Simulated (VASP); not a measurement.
Write the native input for VASP 6.6.1 that does the following.

* Task: electric field gradients
* Functional: LDA
* Potentials or basis: VASP PAW LDA potentials, release 64 (Ca_sv)
* Cutoff: 520 eV
* k mesh: 10 × 10 × 10
* Occupations: fermi-dirac, width 0.05 eV
* Spin: no spin polarisation
* Dipole correction: no
* Further INCAR settings: ALGO = Normal; EDIFF = 1e-08; NBANDS = 11

The structure of Ca lies in POSCAR:

```
Ca
1.0
   -2.2400000000      2.2400000000      2.2400000000
    2.2400000000     -2.2400000000      2.2400000000
    2.2400000000      2.2400000000     -2.2400000000
Ca
1
Direct
    0.0000000000      0.0000000000      0.0000000000
```

This isn't the form of Ca at room conditions, which is fcc.

The input as run:

INCAR

```
SYSTEM = Ca
PREC = Accurate
ENCUT = 520
EDIFF = 1E-8
ISMEAR = -1
SIGMA = 0.05
LREAL = .False.
LASPH = .True.
NELM = 100
ALGO = Normal
ISIF = 2
LWAVE = .False.
LCHARG = .False.
GGA = CA
LEFG = .True.
NBANDS = 11
```

KPOINTS

```
regular mesh
0
Gamma
  10 10 10
  0 0 0
```

Potentials or basis: VASP PAW LDA potentials, release 64 (Ca_sv).

Run with:

```bash
$ cat potpaw_LDA.64/Ca_sv/POTCAR > POTCAR
$ mpirun -np 1 vasp_std > vasp.out
```

It gave:

```json
{"Pressure": "-2.5 GPa", "Band gap on the k mesh": "zero (bands 5 and 6 overlap by 0.22 eV)", "Largest electric field gradient by atom": "zero within the noise of the run"}
```

Run time: 22 s on 1 thread of Intel Xeon 8259CL, on a shared host, peak memory 0.16 GiB.
